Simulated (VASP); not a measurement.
# SrOs2 (P-3m1) in VASP: relaxation of cell and atoms with PBE

Aim: the relaxation of cell and atoms of SrOs2 with PBE.

Program: VASP 6.6.1. These are calculated values, not measurements. Logs are shortened: lines on timing, memory, paths and dates and some standing lists are left out, and cuts for length are marked.

### 1 The cell of the first run

It takes space group P-3m1 (No. 164, trigonal). Conventional cell: a = 3.554 Å, b = 3.554 Å, c = 5.794 Å, α = 90.00°, β = 90.00°, γ = 120.00°. Sr (site symmetry -3m) has 6 Os at 2.51 Å within 3.3 Å. Within 3.3 Å of Os (site symmetry 3m) lie 3 Sr at 2.51 Å.

The cell was generated, and may not be a known phase.

### 2 Relaxation of cell and atoms, PBE

The input, INCAR:

```
SYSTEM = SrOs2
PREC     = Accurate       ! precision mode
ENCUT    = 600            ! plane-wave cutoff, eV
EDIFF    = 1E-7           ! SCF threshold, eV
ISMEAR   = 0              ! smearing method
SIGMA    = 0.1            ! smearing width, eV
LREAL    = .FALSE.        ! projectors in reciprocal space
LASPH    = .TRUE.         ! aspherical terms in the spheres
NELM     = 100            ! most SCF steps
ALGO     = Normal         ! electronic algorithm
ISIF     = 3              ! what is computed and relaxed
LWAVE    = .FALSE.        ! write WAVECAR
LCHARG   = .FALSE.        ! write CHGCAR
GGA      = PE             ! functional
IBRION   = 2              ! ionic algorithm
NSW      = 90             ! ionic steps
EDIFFG   = -0.04          ! ionic threshold
```

The input, KPOINTS:

```
Automatic mesh
0
G
  6 6 4
  0 0 0
```

The input, POSCAR:

```
SrOs2
1.0
    3.5537571200      0.0000000000      0.0000000000
   -1.7768785600      3.0776439400      0.0000000000
    0.0000000000      0.0000000000      5.7938060000
Sr Os
1 2
Direct
    0.0000000000      0.0000000000      0.0000000000
    0.3333333300      0.6666666700      0.2500000000
    0.6666666700      0.3333333300      0.7500000000
```

Potentials or basis: VASP PAW PBE potentials, release 64 (Sr_sv, Os).

Command:

```sh
cat potpaw_PBE.64/Sr_sv/POTCAR potpaw_PBE.64/Os/POTCAR > POTCAR
mpirun -np 1 vasp_std > vasp.out
```

OUTCAR:

```text
SYSTEM = SrOs2
   PREC = Accurate
   ENCUT = 600
   EDIFF = 1E-7
   ISMEAR = 0
   LREAL = .FALSE.
   LASPH = .TRUE.
   NELM = 100
   ISIF = 3
   GGA = PE
   IBRION = 2
   NSW = 90
   EDIFFG = -0.04

 ion  position               nearest neighbor table
   1  0.000  0.000  0.000-   2 2.51   3 2.51   2 2.51   3 2.51   3 2.51   2 2.51
   2  0.333  0.667  0.250-   1 2.51   1 2.51   1 2.51
   3  0.667  0.333  0.750-   1 2.51   1 2.51   1 2.51

  LATTYP: Found a hexagonal cell.
 ALAT       =     3.5537571200
 C/A-ratio  =     1.6303325760

  Lattice vectors:

 A1 = (   3.5537571200,   0.0000000000,   0.0000000000)
 A2 = (  -1.7768785600,   3.0776439400,   0.0000000000)
 A3 = (   0.0000000000,   0.0000000000,   5.7938060000)

Analysis of symmetry for initial positions (statically):
=====================================================================
 Subroutine PRICEL returns:
 Original cell was already a primitive cell.

 Routine SETGRP: Setting up the symmetry group for a
 hexagonal supercell.

 Subroutine GETGRP returns: Found 12 space group operations
 (whereof 12 operations were pure point group operations)
 out of a pool of 24 trial point group operations.

The static configuration has the point symmetry D_3d.

Analysis of symmetry for dynamics (positions and initial velocities):
=====================================================================
 Subroutine PRICEL returns:
 Original cell was already a primitive cell.

 Routine SETGRP: Setting up the symmetry group for a
 hexagonal supercell.

 Subroutine GETGRP returns: Found 12 space group operations
 (whereof 12 operations were pure point group operations)
 out of a pool of 24 trial point group operations.

The dynamic configuration has the point symmetry D_3d.

 Subroutine INISYM returns: Found 12 space group operations
 (whereof 12 operations are pure point group operations),
 and found     1 'primitive' translations

----------------------------------------------------------------------------------------

                                     Primitive cell

  volume of cell :      63.3680

  direct lattice vectors                    reciprocal lattice vectors
     3.553757120  0.000000000  0.000000000     0.281392331  0.162461938  0.000000000
    -1.776878560  3.077643940  0.000000000     0.000000000  0.324923877  0.000000000
     0.000000000  0.000000000  5.793806000     0.000000000  0.000000000  0.172598116

  length of vectors
     3.553757120  3.553757116  5.793806000     0.324923876  0.324923877  0.172598116

  position of ions in fractional coordinates (direct lattice)
     0.000000000  0.000000000  0.000000000
     0.333333330  0.666666670  0.250000000
     0.666666670  0.333333330  0.750000000

  ion indices of the primitive-cell ions
   primitive index   ion index
                 1           1
                 2           2
                 3           3

----------------------------------------------------------------------------------------

 KPOINTS: Automatic mesh

Automatic generation of k-mesh.
 Grid dimensions read from file:
 generate k-points for:    6    6    4

 Generating k-lattice:

  Cartesian coordinates                     Fractional coordinates (reciprocal lattice)
     0.046898722  0.027076990  0.000000000     0.166666667  0.000000000  0.000000000
     0.000000000  0.054153979  0.000000000     0.000000000  0.166666667  0.000000000
     0.000000000  0.000000000  0.043149529     0.000000000  0.000000000  0.250000000

  Length of vectors
     0.054153979  0.054153979  0.043149529

  Shift w.r.t. Gamma in fractional coordinates (k-lattice)
     0.000000000  0.000000000  0.000000000

 Subroutine IBZKPT returns following result:
 ===========================================

 Found     24 irreducible k-points:

 Following reciprocal coordinates:
            Coordinates               Weight
  0.000000  0.000000  0.000000      1.000000
  0.166667 -0.000000  0.000000      6.000000
  0.333333 -0.000000  0.000000      6.000000
  0.500000  0.000000  0.000000      3.000000
  0.166667  0.166667  0.000000      6.000000
  0.333333  0.166667  0.000000     12.000000
[... 16 lines left out ...]
  0.333333  0.166667  0.500000     12.000000
  0.333333  0.333333  0.500000      2.000000
   k-points           NKPTS =     24   k-points in BZ     NKDIM =     24   number of bands    NBANDS=     17
   number of dos      NEDOS =    301   number of ions     NIONS =      3
   total plane-waves  NPLWV =  37632
   dimension x,y,z NGX =    28 NGY =   28 NGZ =   48
   dimension x,y,z NGXF=    56 NGYF=   56 NGZF=   96
   ions per type =               1   2
   NGX,Y,Z   is equivalent  to a cutoff of  13.10, 13.10, 13.77 a.u.
   NGXF,Y,Z  is equivalent  to a cutoff of  26.20, 26.20, 27.55 a.u.
 SYSTEM =  SrOs2
   PREC   = accura    normal or accurate (medium, high low for compatibility)
   ISTART =      0    job   : 0-new  1-cont  2-samecut
   ICHARG =      2    charge: 1-file 2-atom 10-const
   ISPIN  =      1    spin polarized calculation?
   LNONCOLLINEAR =      F non collinear calculations
   LSORBIT =      F    spin-orbit coupling
   LASPH  =      T    aspherical Exc in radial PAW
   ENCUT  =  600.0 eV  44.10 Ry    6.64 a.u.   7.10  7.10 11.57*2*pi/ulx,y,z
   NELM   =    100;   NELMIN=  2; NELMDL= -5     # of ELM steps
   EDIFF  = 0.1E-06   stopping-criterion for ELM
   LREAL  =      F    real-space projection
   EDIFFG = -.4E-01   stopping-criterion for IOM
   NSW    =     90    number of steps for IOM
   IBRION =      2    ionic relax: 0-MD 1-quasi-New 2-CG
   NFREE  =      1    steps in history (QN), initial steepest desc. (CG)
   ISIF   =      3    stress and relaxation
   ISYM   =      2    0-nonsym 1-usesym 2-fastsym
   POTIM  = 0.5000    time-step for ionic-motion
   TEBEG  =    0.0;   TEEND  =   0.0 temperature during run
   PSTRESS=    0.0 pullay stress
   NELECT =      26.0000    total number of electrons
   NUPDOWN=      -1.0000    fix difference up-down
   EMIN   =  10.00;   EMAX   =-10.00  energy-range for DOS
   EFERMI =   0.00;   METHOD = LEGACY
   ISMEAR =     0;   SIGMA  =   0.10  broadening in eV -4-tet -1-fermi 0-gaus
   EFERMI_NEDOS =   21; number of points for ismear=-14 and -15
   IALGO  =     38    algorithm
   IMIX   =      4    mixing-type and parameters
     AMIX     =   0.40;   BMIX     =  1.00
     AMIX_MAG =   1.60;   BMIX_MAG =  1.00
  volume/ion in A,a.u.               =      21.12       142.54
  Fermi-wavevector in a.u.,A,eV,Ry     =   1.216492  2.298837 20.134620  1.479853
  Thomas-Fermi vector in A             =   2.351844
   LORBIT       =      0    0 simple, 1 ext, 2 COOP (PROOUT), +10 PAW based schemes
   GGA     = PE    functional components
   LHFCALC =     F    Hartree Fock is set to
   AEXX    =    0.0000 exact exchange contribution
   IVDW    =     0    specifies the selected vdW correction
   LEPSILON=     F    determine dielectric tensor
   LRPA    =     F    only Hartree local field effects (RPA)
 conjugate gradient relaxation of ions
 non-spin polarized calculation
 Gauss-broadening in eV      SIGMA  =   0.10
  energy-cutoff  :      600.00
  volume of cell :       63.37
 maximum number of plane-waves:      2133
   NGX = 15   NGY = 15   NGZ = 23

--------------------------------------- Ionic step        1  -------------------------------------------

 number of electron      26.0000000 magnetization

 Free energy of the ion-electron system (eV)
  ---------------------------------------------------
  ext. energy  EPLUGINS =         0.00000000
  ---------------------------------------------------
  free energy    TOTEN  =       -11.75375337 eV

  energy without entropy =      -11.71744844  energy(sigma->0) =      -11.73560091

------------------------ aborting loop because EDIFF is reached ----------------------------------------

  FORCE on cell =-STRESS in cart. coord.  units (eV):
  Direction    XX          YY          ZZ          XY          YZ          ZX
  --------------------------------------------------------------------------------------
  -------------------------------------------------------------------------------------
  Total        5.4824197      5.4824197      7.5712723      0.0000000      0.0000000      0.0000000
  in kB      138.6158203    138.6158198    191.4297269      0.0000000      0.0000000      0.0000000
  external PRESSURE =     156.2204556 kB  Pullay stress =       0.0000000 kB
[... 92 lines left out ...]
  FREE ENERGIE OF THE ION-ELECTRON SYSTEM (eV)
  ---------------------------------------------------
  free  energy   TOTEN  =       -14.4141977067 eV

  energy  without entropy=      -14.3667741293  energy(sigma->0) =      -14.39048592

 E-fermi :   2.9153     XC(G=0):  -9.7812

 val. band max:        2.9148835999   @ k =   0.0000   0.3333   0.2500
 cond. band min:       2.9467816963   @ k =   0.1667   0.1667   0.5000
 fundamental gap:      0.0318980964
 Fermi energy:         2.9153017888

 k-point     1 :       0.0000    0.0000    0.0000
  band No.  band energies     occupation
      1     -32.2818      2.00000
      2     -14.2231      2.00000
      3     -14.2181      2.00000
      4     -14.2181      2.00000
      5      -3.4347      2.00000
      6      -0.1337      2.00000
[... 9 lines left out ...]
     16       4.0498      0.00000
     17       5.1518      0.00000
[... 443 lines left out ...]
      1     -32.2675      2.00000
      2     -14.3513      2.00000
      3     -14.3513      2.00000
      4     -14.1968      2.00000
      5      -1.6605      2.00000
      6      -0.6040      2.00000
[... 9 lines left out ...]
     16       4.9687      0.00000
     17       5.2498      0.00000

 E-fermi :   3.3505     XC(G=0): -10.1278

 val. band max:        3.3327759358   @ k =   0.0000   0.1667   0.2500
 cond. band min:       3.4046111167   @ k =   0.0000   0.0000   0.2500
 fundamental gap:      0.0718351809
 Fermi energy:         3.3505378073

 k-point     1 :       0.0000    0.0000    0.0000
  band No.  band energies     occupation
      1     -31.4490      2.00000
      2     -13.4297      2.00000
      3     -13.4025      2.00000
      4     -13.4025      2.00000
      5      -3.3181      2.00000
      6       0.0862      2.00000
[... 9 lines left out ...]
     16       4.8843      0.00000
     17       6.0807      0.00000
[... 443 lines left out ...]
      1     -31.4325      2.00000
      2     -13.5513      2.00000
      3     -13.5513      2.00000
      4     -13.4088      2.00000
      5      -1.6748      2.00000
      6      -0.3800      2.00000
[... 9 lines left out ...]
     16       5.4459      0.00000
     17       5.7327      0.00000

[... ionic steps 4 to 24 ...]

--------------------------------------- Ionic step       25  -------------------------------------------

 number of electron      26.0000002 magnetization

------------------------ aborting loop because EDIFF is reached ----------------------------------------

  FORCE on cell =-STRESS in cart. coord.  units (eV):
  Direction    XX          YY          ZZ          XY          YZ          ZX
  --------------------------------------------------------------------------------------
  -------------------------------------------------------------------------------------
  Total       -0.0547870     -0.0547870     -0.1362680      0.0000000      0.0000000      0.0000000
  in kB       -1.1727399     -1.1727399     -2.9168755      0.0000000      0.0000000      0.0000000
  external PRESSURE =      -1.7541185 kB  Pullay stress =       0.0000000 kB
[... 59 lines left out ...]
  energy  without entropy=      -23.1753684056  energy(sigma->0) =      -23.17907765

--------------------------------------- Ionic step       27  -------------------------------------------

 number of electron      26.0000002 magnetization

 Free energy of the ion-electron system (eV)
  ---------------------------------------------------
  ext. energy  EPLUGINS =         0.00000000
  ---------------------------------------------------
  free energy    TOTEN  =       -23.18286880 eV

  energy without entropy =      -23.17544606  energy(sigma->0) =      -23.17915743

 E-fermi :   3.7094     XC(G=0): -10.3696

 val. band max:        3.6873662710   @ k =   0.1667  -0.0000   0.2500
 cond. band min:       3.7103128293   @ k =   0.1667   0.1667   0.5000
 fundamental gap:      0.0229465583
 Fermi energy:         3.7094215881

 k-point     1 :       0.0000    0.0000    0.0000
  band No.  band energies     occupation
      1     -30.8912      2.00000
      2     -12.8917      2.00000
      3     -12.8618      2.00000
      4     -12.8618      2.00000
      5      -3.1792      2.00000
      6       0.0845      2.00000
[... 9 lines left out ...]
     16       5.4296      0.00000
     17       6.6636      0.00000
[... 488 lines left out ...]
  FREE ENERGIE OF THE ION-ELECTRON SYSTEM (eV)
  ---------------------------------------------------
  free  energy   TOTEN  =       -23.1828687983 eV

  energy  without entropy=      -23.1754460564  energy(sigma->0) =      -23.17915743

 reached required accuracy - stopping structural energy minimisation
```

It took 11 min on 1 thread of Intel Xeon Platinum 8259CL at 2.50GHz (Skylake/Cascade Lake), shared host; peak memory 0.22 GiB.

Results:

```yaml
Free_energy: -23.1829 eV
Relaxed_volume: 24.85 Å³/atom
Relaxed_cell: a = 4.125 Å, b = 4.125 Å, c = 5.058 Å, α = 90.00°, β = 90.00°, γ = 120.00°
Space_group_after_relaxing_to_0.1_Å: P-3m1 (No. 164)
Energy_gained_by_relaxing: 3809.7 meV/atom
Ionic_steps: 27
Pressure_after_relaxing: 0.2 GPa
Largest_force_after_relaxing: 0.010 eV/Å
Band_gap_on_the_k_mesh: zero (bands 13 and 14 overlap by 0.91 eV)
```

Forces in eV/Å, atoms in the order of the input:
```
Sr   0.000  0.000  0.000
Os   0.000  0.000 -0.010
Os   0.000  0.000  0.010
```

The path:
```
step  energy change (eV)  largest force (eV/Å)  pressure (GPa)  volume (Å³)
   1              0.0000                5.9903           15.62        63.37
   2             -2.6084                3.6265          -11.37        84.17
   3             -2.6604                3.4318          -12.48        87.14
   4             -6.4151                3.7404          -16.04        76.25
   5             -7.7482                5.6024           35.70        63.78
   6             -8.0408                3.5513           -9.86        71.51
   7             -8.8012                1.5395            5.34        67.60
   8             -8.8024                0.7669            8.87        67.00
   9             -7.9974                6.6426           29.00        73.88
  10             -8.9727                0.7245           13.32        68.51
  11             -9.8524                0.9275           -4.66        83.70
  12             -9.8537                0.9455           -5.03        84.16
  13            -10.2375                1.0315           -5.33        84.77
  14            -10.8830                0.8560          -12.61        83.34
  15            -10.9305                1.3414          -10.25        84.56
  16            -11.3142                0.6439           -5.35        78.50
  17            -11.4118                0.2981            0.26        73.58
  18            -11.4119                0.3171           -0.02        73.80
  19            -11.4174                0.2763            0.23        73.91
  20            -11.4225                0.1765            0.74        74.15
  21            -11.4256                0.1518           -0.21        74.82
  22            -11.4257                0.1453           -0.42        74.99
  23            -11.4274                0.0876           -0.25        74.94
  24            -11.4284                0.0032            0.00        74.86
  25            -11.4290                0.0043           -0.18        74.85
  26            -11.4290                0.0047           -0.25        74.84
  27            -11.4291                0.0095            0.15        74.54
```

Final structure:
```yaml
crystal:
  lattice:
    - [4.12507, 0.00000, 0.00000]
    - [-2.06254, 3.57242, 0.00000]
    - [0.00000, 0.00000, 5.05792]
  atoms:
    - { symbol: Sr, position: [0.00000, 0.00000, 0.00000] }
    - { symbol: Os, position: [0.33333, 0.66667, 0.48668] }
    - { symbol: Os, position: [0.66667, 0.33333, 0.51332] }
```

Levels at points of the mesh, in eV from the Fermi level:
```csv
k point,band 11,band 12,band 13,band 14,band 15,band 16
"(0.00, 0.00, 0.00)",-1.95,-1.95,0.13,0.29,0.29,1.72
"(0.50, 0.00, 0.00)",-2.00,-1.64,-0.74,1.41,1.78,3.34
"(0.00, 0.00, 0.50)",-2.09,-2.09,-2.00,0.41,0.62,0.62
"(0.50, 0.00, 0.50)",-1.41,-1.00,-0.34,1.34,1.68,1.82
```

Caveat: the volume moved by over 15 % at a fixed basis, so the end points are rough; spin-orbit coupling is left out, which moves the levels of the heavy elements.

The gap in the log of VASP goes by the Fermi energy; the results here count the filled bands.